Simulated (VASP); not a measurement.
Input of a VASP 6.6.1 run:

Contents of INCAR:

```
PREC = Accurate
ENCUT = 520
EDIFF = 1E-6
ISMEAR = -1
SIGMA = 0.05
LREAL = Auto
LASPH = True
NELM = 80
ALGO = Normal
ISIF = 2
LWAVE = False
LCHARG = False
NBANDS = 92
```

Contents of KPOINTS:

```
regular mesh
0
Gamma
  2 2 1
```

File POSCAR:

```
Cd9O8
1.0
    6.6892300000      0.0000000000      0.0000000000
    3.3446150000      5.7930430000      0.0000000000
    0.0000000000      0.0000000000     15.0963000000
Cd O
9 8
Direct
    0.0000000000      0.0000000000      0.0662414000
    0.0000000000      0.5000000000      0.0662414000
    0.5000000000      0.0000000000      0.0662414000
    0.5000000000      0.5000000000      0.0662414000
    0.6668205936      0.6656419811      0.3351882218
    0.6607210649      0.1691315463      0.2422384174
    0.1693858345      0.6606307007      0.2424268341
    0.1697248059      0.1687883912      0.2421459142
    0.3333094172      0.3322495370      0.4012481599
    0.3332123183      0.8333731468      0.1195166674
    0.3332983237      0.3331324778      0.1565156370
    0.8334082922      0.8333979504      0.1193670264
    0.8333648650      0.3332288217      0.1193476575
    0.0240929585      0.4871707597      0.3273002256
   -0.0003030774     -0.0001786162      0.2802711969
    0.4876731834      0.4874552880      0.3275091375
    0.4882111177      1.0230780805      0.3272932234
```

Potentials or basis: VASP PAW LDA potentials, release 64 (Cd, O).

The run is started by

```sh
$ cat potpaw_LDA.64/Cd/POTCAR potpaw_LDA.64/O/POTCAR > POTCAR
$ mpirun -np 1 vasp_std > vasp.out
```

Predict the largest force.

1.328 eV/Å.

Predict the band gap on the k mesh.

0.43 eV.

Forces in eV/Å, atoms in the order of the input:
```
Cd   0.006 -0.005 -0.085
Cd   1.137 -0.655 -0.199
Cd  -0.007  1.306 -0.201
Cd  -1.141 -0.648 -0.195
Cd  -0.002  0.004  0.035
Cd  -0.057  0.034 -0.070
Cd  -0.002 -0.067 -0.074
Cd   0.059  0.033 -0.071
Cd   0.000 -0.002  0.283
O    0.002  0.001  0.152
O    0.002  0.004 -0.028
O   -0.004 -0.002  0.156
O    0.002  0.001  0.158
O   -0.039  0.025 -0.006
O    0.003 -0.002  0.161
O    0.042  0.021 -0.008
O   -0.002 -0.049 -0.009
```

Caveat: the k points lie up to 0.54 Å⁻¹ apart.
